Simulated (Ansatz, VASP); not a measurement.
**Si in VASP and in Ansatz**

```
CELL_PARAMETERS angstrom
0.00000 2.70098 2.70098
2.70098 0.00000 2.70098
2.70098 2.70098 0.00000
ATOMIC_POSITIONS crystal
Si 0.00000 0.00000 0.00000
Si 0.25000 0.25000 0.25000
```

Alike in both runs: functional LDA; k mesh 10 × 10 × 10; occupations gaussian, width 0.01 eV; no spin polarisation.

Ansatz relaxed the structure, and its values are those at the end. VASP's run is a single point on that final structure, the one shown.

|  | VASP | Ansatz |
| --- | --- | --- |
| version | VASP 6.6.1 | Ansatz 0.2.0 |
| potentials or method | VASP PAW LDA potentials, release 64 (Si) | scalar-relativistic, plane waves, PAW |
| plane-wave cutoff (eV) | 500 | 420 |
| valence electrons in the cell | 8 | 8 |

```csv
,VASP,Ansatz,Ansatz less VASP
gap on the k mesh at the Fermi level (eV),0.45,0.45,+0.002
least direct gap on the mesh (eV),2.53,2.53,+0.002
pressure (GPa),0.0,0.0,-0.04
```

LDA's correlation is that of Perdew and Zunger in VASP and of Perdew and Wang (1992) in Ansatz.
